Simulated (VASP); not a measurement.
# Ge7Cl (P-43m) in VASP: single point with PBE

Aim: the single point of Ge7Cl with PBE.

All numbers are computed with VASP 6.6.1; they aren't measurements. Logs are shortened: lines on timing, memory, paths and dates and some standing lists are left out, and cuts for length are marked.

**1. The cell of the first run**

The structure is cubic, space group P-43m (No. 215). Conventional cell: a = 5.989 Å, b = 5.989 Å, c = 5.989 Å, α = 90.00°, β = 90.00°, γ = 90.00°. Within 3.3 Å of Ge (site symmetry 3m) lie 3 Ge at 2.51 Å and 1 Cl at 2.90 Å. Ge (site symmetry -42m) has 4 Ge at 2.51 Å within 3.3 Å. Cl (site symmetry -43m) has 4 Ge at 2.90 Å within 3.8 Å.

The cell was built from a structure type or drawn by symmetry, and may not be a known phase.

**2. Single point, PBE**

INCAR reads:

```
SYSTEM = Ge7Cl
ALGO = Normal
EDIFF = 1E-6
ENCUT = 520
GGA = PE
ISIF = 2
ISMEAR = 0
LASPH = .TRUE.
LCHARG = .FALSE.
LREAL = .FALSE.
LWAVE = .FALSE.
NBANDS = 62
NELM = 100
PREC = Accurate
SIGMA = 0.1
```

KPOINTS reads:

```
k-points
0
G
  6 6 6
  0 0 0
```

POSCAR reads:

```
Ge7Cl
1.0
    5.9886824932      0.0000000000      0.0000000000
    0.0000000000      5.9886824932      0.0000000000
    0.0000000000      0.0000000000      5.9886824932
Ge Cl
7 1
Direct
    0.2792294640      0.2792294640      0.2792294640
    0.0000000000      0.5000000000      0.5000000000
    0.5000000000      0.5000000000      0.0000000000
    0.5000000000      0.0000000000      0.5000000000
    0.7207705360      0.2792294640      0.7207705360
    0.7207705360      0.7207705360      0.2792294640
    0.2792294640      0.7207705360      0.7207705360
    0.0000000000      0.0000000000      0.0000000000
```

Potentials or basis: VASP PAW PBE potentials, release 64 (Ge_d, Cl).

On the command line:

```sh
> cat potpaw_PBE.64/Ge_d/POTCAR potpaw_PBE.64/Cl/POTCAR > POTCAR
> mpirun -np 1 vasp_std > vasp.out
```

OUTCAR:

```text
SYSTEM = Ge7Cl
   EDIFF = 1E-6
   ENCUT = 520
   GGA = PE
   ISIF = 2
   ISMEAR = 0
   LASPH = .TRUE.
   LREAL = .FALSE.
   NELM = 100
   PREC = Accurate

 ion  position               nearest neighbor table
   1  0.279  0.279  0.279-   2 2.51   3 2.51   4 2.51
   2  0.000  0.500  0.500-   1 2.51   5 2.51   6 2.51   7 2.51
   3  0.500  0.500  0.000-   1 2.51   5 2.51   6 2.51   7 2.51
   4  0.500  0.000  0.500-   1 2.51   5 2.51   6 2.51   7 2.51
   5  0.721  0.279  0.721-   2 2.51   3 2.51   4 2.51
   6  0.721  0.721  0.279-   2 2.51   3 2.51   4 2.51
   7  0.279  0.721  0.721-   2 2.51   3 2.51   4 2.51
   8  0.000  0.000  0.000-

  LATTYP: Found a simple cubic cell.
 ALAT       =     5.9886824932

  Lattice vectors:

 A1 = (   5.9886824932,   0.0000000000,   0.0000000000)
 A2 = (   0.0000000000,   5.9886824932,   0.0000000000)
 A3 = (   0.0000000000,   0.0000000000,   5.9886824932)

Analysis of symmetry for initial positions (statically):
=====================================================================
 Subroutine PRICEL returns:
 Original cell was already a primitive cell.

 Routine SETGRP: Setting up the symmetry group for a
 simple cubic supercell.

 Subroutine GETGRP returns: Found 24 space group operations
 (whereof 24 operations were pure point group operations)
 out of a pool of 48 trial point group operations.

The static configuration has the point symmetry T_d .

Analysis of symmetry for dynamics (positions and initial velocities):
=====================================================================
 Subroutine PRICEL returns:
 Original cell was already a primitive cell.

 Routine SETGRP: Setting up the symmetry group for a
 simple cubic supercell.

 Subroutine GETGRP returns: Found 24 space group operations
 (whereof 24 operations were pure point group operations)
 out of a pool of 48 trial point group operations.

The dynamic configuration has the point symmetry T_d .

 Subroutine INISYM returns: Found 24 space group operations
 (whereof 24 operations are pure point group operations),
 and found     1 'primitive' translations

----------------------------------------------------------------------------------------

                                     Primitive cell

  volume of cell :     214.7800

  direct lattice vectors                    reciprocal lattice vectors
     5.988682493  0.000000000  0.000000000     0.166981636  0.000000000  0.000000000
     0.000000000  5.988682493  0.000000000     0.000000000  0.166981636  0.000000000
     0.000000000  0.000000000  5.988682493     0.000000000  0.000000000  0.166981636

  length of vectors
     5.988682493  5.988682493  5.988682493     0.166981636  0.166981636  0.166981636

  position of ions in fractional coordinates (direct lattice)
     0.279229464  0.279229464  0.279229464
     0.000000000  0.500000000  0.500000000
     0.500000000  0.500000000  0.000000000
     0.500000000  0.000000000  0.500000000
     0.720770536  0.279229464  0.720770536
     0.720770536  0.720770536  0.279229464
     0.279229464  0.720770536  0.720770536
     0.000000000  0.000000000  0.000000000

  ion indices of the primitive-cell ions
   primitive index   ion index
                 1           1
                 2           2
                 3           3
                 4           4
                 5           5
                 6           6
                 7           7
                 8           8

----------------------------------------------------------------------------------------

 KPOINTS: k-points

Automatic generation of k-mesh.
 Grid dimensions read from file:
 generate k-points for:    6    6    6

 Generating k-lattice:

  Cartesian coordinates                     Fractional coordinates (reciprocal lattice)
     0.027830273  0.000000000  0.000000000     0.166666667  0.000000000  0.000000000
     0.000000000  0.027830273  0.000000000     0.000000000  0.166666667  0.000000000
     0.000000000  0.000000000  0.027830273     0.000000000  0.000000000  0.166666667

  Length of vectors
     0.027830273  0.027830273  0.027830273

  Shift w.r.t. Gamma in fractional coordinates (k-lattice)
     0.000000000  0.000000000  0.000000000

 Subroutine IBZKPT returns following result:
 ===========================================

 Found     20 irreducible k-points:

 Following reciprocal coordinates:
            Coordinates               Weight
  0.000000  0.000000  0.000000      1.000000
  0.166667  0.000000  0.000000      6.000000
  0.333333  0.000000  0.000000      6.000000
  0.500000  0.000000  0.000000      3.000000
  0.166667  0.166667  0.000000     12.000000
  0.333333  0.166667  0.000000     24.000000
[... 12 lines left out ...]
  0.500000  0.500000  0.333333      6.000000
  0.500000  0.500000  0.500000      1.000000
   k-points           NKPTS =     20   k-points in BZ     NKDIM =     20   number of bands    NBANDS=     62
   number of dos      NEDOS =    301   number of ions     NIONS =      8
   total plane-waves  NPLWV = 110592
   dimension x,y,z NGX =    48 NGY =   48 NGZ =   48
   dimension x,y,z NGXF=    96 NGYF=   96 NGZF=   96
   ions per type =               7   1
   NGX,Y,Z   is equivalent  to a cutoff of  13.32, 13.32, 13.32 a.u.
   NGXF,Y,Z  is equivalent  to a cutoff of  26.65, 26.65, 26.65 a.u.
 SYSTEM =  Ge7Cl
   PREC   = accura    normal or accurate (medium, high low for compatibility)
   ISTART =      0    job   : 0-new  1-cont  2-samecut
   ICHARG =      2    charge: 1-file 2-atom 10-const
   ISPIN  =      1    spin polarized calculation?
   LNONCOLLINEAR =      F non collinear calculations
   LSORBIT =      F    spin-orbit coupling
   LASPH  =      T    aspherical Exc in radial PAW
   ENCUT  =  520.0 eV  38.22 Ry    6.18 a.u.  11.13 11.13 11.13*2*pi/ulx,y,z
   NELM   =    100;   NELMIN=  2; NELMDL= -5     # of ELM steps
   EDIFF  = 0.1E-05   stopping-criterion for ELM
   LREAL  =      F    real-space projection
   EDIFFG = 0.1E-04   stopping-criterion for IOM
   NSW    =      0    number of steps for IOM
   IBRION =     -1    ionic relax: 0-MD 1-quasi-New 2-CG
   NFREE  =      0    steps in history (QN), initial steepest desc. (CG)
   ISIF   =      2    stress and relaxation
   ISYM   =      2    0-nonsym 1-usesym 2-fastsym
   POTIM  = 0.5000    time-step for ionic-motion
   TEBEG  =    0.0;   TEEND  =   0.0 temperature during run
   PSTRESS=    0.0 pullay stress
   NELECT =     105.0000    total number of electrons
   NUPDOWN=      -1.0000    fix difference up-down
   EMIN   =  10.00;   EMAX   =-10.00  energy-range for DOS
   EFERMI =   0.00;   METHOD = LEGACY
   ISMEAR =     0;   SIGMA  =   0.10  broadening in eV -4-tet -1-fermi 0-gaus
   EFERMI_NEDOS =   21; number of points for ismear=-14 and -15
   IALGO  =     38    algorithm
   IMIX   =      4    mixing-type and parameters
     AMIX     =   0.40;   BMIX     =  1.00
     AMIX_MAG =   1.60;   BMIX_MAG =  1.00
  volume/ion in A,a.u.               =      26.85       181.18
  Fermi-wavevector in a.u.,A,eV,Ry     =   1.289654  2.437093 22.629321  1.663208
  Thomas-Fermi vector in A             =   2.421534
   LORBIT       =      0    0 simple, 1 ext, 2 COOP (PROOUT), +10 PAW based schemes
   GGA     = PE    functional components
   LHFCALC =     F    Hartree Fock is set to
   AEXX    =    0.0000 exact exchange contribution
   IVDW    =     0    specifies the selected vdW correction
   LEPSILON=     F    determine dielectric tensor
   LRPA    =     F    only Hartree local field effects (RPA)
 non-spin polarized calculation
 Gauss-broadening in eV      SIGMA  =   0.10
  energy-cutoff  :      520.00
  volume of cell :      214.78
 maximum number of plane-waves:      5832
 NGX is ok and might be reduce to    48
   NGX = 23   NGY = 23   NGZ = 23

 number of electron     104.9999945 magnetization

 Free energy of the ion-electron system (eV)
  ---------------------------------------------------
  ext. energy  EPLUGINS =         0.00000000
  ---------------------------------------------------
  free energy    TOTEN  =       -32.50890328 eV

  energy without entropy =      -32.49018027  energy(sigma->0) =      -32.49954178

 E-fermi :   3.7214     XC(G=0):  -8.9834

 val. band max:        3.6909524863   @ k =   0.3333   0.3333   0.1667
 cond. band min:       3.7422252874   @ k =   0.5000   0.0000   0.0000
 fundamental gap:      0.0512728011
 Fermi energy:         3.7214494615

 k-point     1 :       0.0000    0.0000    0.0000
  band No.  band energies     occupation
      1     -21.5280      2.00000
      2     -21.5280      2.00000
      3     -21.5280      2.00000
      4     -21.5056      2.00000
      5     -21.5056      2.00000
      6     -21.5056      2.00000
[... 54 lines left out ...]
     61       5.1501      0.00000
     62       8.9991      0.00000

 k-point     2 :       0.1667    0.0000    0.0000
  band No.  band energies     occupation
      1     -21.5285      2.00000
      2     -21.5276      2.00000
      3     -21.5276      2.00000
      4     -21.5067      2.00000
      5     -21.5067      2.00000
      6     -21.5055      2.00000
[... 54 lines left out ...]
     61       5.5431      0.00000
     62       8.9825      0.00000

 k-point     3 :       0.3333    0.0000    0.0000
  band No.  band energies     occupation
      1     -21.5290      2.00000
      2     -21.5268      2.00000
      3     -21.5268      2.00000
      4     -21.5121      2.00000
      5     -21.5088      2.00000
      6     -21.5054      2.00000
[... 1094 lines left out ...]
     61       6.8128      0.00000
     62       8.1129      0.00000

 k-point    20 :       0.5000    0.5000    0.5000
  band No.  band energies     occupation
      1     -21.5299      2.00000
      2     -21.5299      2.00000
      3     -21.5299      2.00000
      4     -21.5252      2.00000
      5     -21.4990      2.00000
      6     -21.4990      2.00000
[... 54 lines left out ...]
     61       6.6676      0.00000
     62       8.2678      0.00000

------------------------ aborting loop because EDIFF is reached ----------------------------------------

  FORCE on cell =-STRESS in cart. coord.  units (eV):
  Direction    XX          YY          ZZ          XY          YZ          ZX
  --------------------------------------------------------------------------------------
  -------------------------------------------------------------------------------------
  Total       -0.0126111     -0.0126111     -0.0126111      0.0000000      0.0000000      0.0000000
  in kB       -0.0940744     -0.0940744     -0.0940744      0.0000000      0.0000000      0.0000000
  external PRESSURE =      -0.0940744 kB  Pullay stress =       0.0000000 kB

 VOLUME and BASIS-vectors are now :
 -----------------------------------------------------------------------------
  energy-cutoff  :      520.00
  volume of cell :      214.78
      direct lattice vectors                 reciprocal lattice vectors
     5.988682493  0.000000000  0.000000000     0.166981636  0.000000000  0.000000000
     0.000000000  5.988682493  0.000000000     0.000000000  0.166981636  0.000000000
     0.000000000  0.000000000  5.988682493     0.000000000  0.000000000  0.166981636

 POSITION                                       TOTAL-FORCE (eV/Angst)
 -----------------------------------------------------------------------------------
      1.67222      1.67222      1.67222        -0.006826     -0.006826     -0.006826
      0.00000      2.99434      2.99434        -0.000000     -0.000000     -0.000000
      2.99434      2.99434      0.00000         0.000000     -0.000000     -0.000000
      2.99434      0.00000      2.99434         0.000000     -0.000000     -0.000000
      4.31647      1.67222      4.31647         0.006826     -0.006826      0.006826
      4.31647      4.31647      1.67222         0.006826      0.006826     -0.006826
      1.67222      4.31647      4.31647        -0.006826      0.006826      0.006826
      0.00000      0.00000      0.00000         0.000000     -0.000000     -0.000000
 -----------------------------------------------------------------------------------
    total drift:                               -0.000000     -0.000000     -0.000000

  FREE ENERGIE OF THE ION-ELECTRON SYSTEM (eV)
  ---------------------------------------------------
  free  energy   TOTEN  =       -32.5089032836 eV

  energy  without entropy=      -32.4901802705  energy(sigma->0) =      -32.49954178
```

Wall time 3 min (1 thread of Intel Xeon 6975P-C (Granite Rapids), shared host); peak memory 0.42 GiB.

What came out:

```yaml
Free_energy: -32.5089 eV
Pressure: 0.0 GPa
Largest_force: 0.012 eV/Å
Band_gap_on_the_k_mesh: zero (an odd number of electrons rules out a gap without spin polarisation)
```

Forces in eV/Å, atoms in the order of the input:
```
Ge  -0.007 -0.007 -0.007
Ge   0.000  0.000  0.000
Ge   0.000  0.000  0.000
Ge   0.000  0.000  0.000
Ge   0.007 -0.007  0.007
Ge   0.007  0.007 -0.007
Ge  -0.007  0.007  0.007
Cl   0.000  0.000  0.000
```

Caveat: an odd number of electrons without spin polarisation forces a metal; a magnetic or distorted state may lie lower.
